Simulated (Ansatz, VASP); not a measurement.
## WC: VASP beside Ansatz

Contents of INCAR:

```
ALGO     = Normal         # electronic algorithm
EDIFF    = 1E-8           # SCF threshold, eV
ENCUT    = 520            # plane-wave cutoff, eV
GGA      = PS             # functional
ISIF     = 2              # what is computed and relaxed
ISMEAR   = -1             # smearing method
LASPH    = True           # aspherical terms in the spheres
LCHARG   = False          # write CHGCAR
LEFG     = True         
LREAL    = False          # projectors in reciprocal space
LWAVE    = False          # write WAVECAR
NBANDS   = 16             # bands
NELM     = 60             # most SCF steps
PREC     = Accurate       # precision mode
SIGMA    = 0.05           # smearing width, eV
```

File KPOINTS:

```
k-points
0
Gamma
  13 13 12
```

The input POSCAR:

```
WC
1.0
    2.8412909150      0.0000000000      0.0000000000
   -1.4206454575      2.4606301120      0.0000000000
    0.0000000000      0.0000000000      2.7712491016
W C
1 1
Direct
    0.0000000000      0.0000000000      0.0000000000
    0.6666666667      0.3333333333      0.5000000000
```

Input for Ansatz:

```yaml
crystal:
  lattice:
    - [2.841290915, 0.0, 0.0]
    - [-1.4206454575, 2.460630112, 0.0]
    - [0.0, 0.0, 2.7712491016]
  atoms:
    - { symbol: W, position: [0.0, 0.0, 0.0] }
    - { symbol: C, position: [0.6666666667, 0.3333333333, 0.5] }
kpoints:
  mp_grid: { grid: [13, 13, 12] }
scf:
  occupations: { method: fermi_dirac, width: 0.05 }
hamiltonian:
  xc: pbesol
  pseudopotentials: { kind: all_electron, datasets: crystal }
output:
  forces: true
  stress: true
  eigenvalues: true
  efg: { contact_densities: true }
```

Change from the starting cell: volume scaled by 0.94, crystal datasets.

Alike in both runs: task electric field gradients; functional PBEsol; k mesh 13 × 13 × 12; occupations fermi-dirac, width 0.05 eV; no spin polarisation.

|  | VASP | Ansatz |
| --- | --- | --- |
| version | VASP 6.6.1 | Ansatz 0.2.0 |
| potentials or method | VASP PAW PBE potentials, release 64 (W_sv, C), cutoff 520 eV | all-electron PAW with datasets made for the crystal, scalar-relativistic |

Ansatz gave:

```
pressure (GPa)                                                : 27.7
traceless stress, the component that is largest in VASP (GPa) : 2.51
size of Vzz on the site where it differs most (V/Å²)          : 162.3
```

Problem. Estimate VASP's values.

Solution. Pressure (GPa): 29.5; traceless stress, the component that is largest in VASP (GPa): 2.84; size of Vzz on the site where it differs most (V/Å²): 173.9.

VASP's potentials were made for PBE, not for PBEsol. Ansatz ran all-electron here, and VASP with PAW potentials.

Spin-orbit coupling is off throughout.
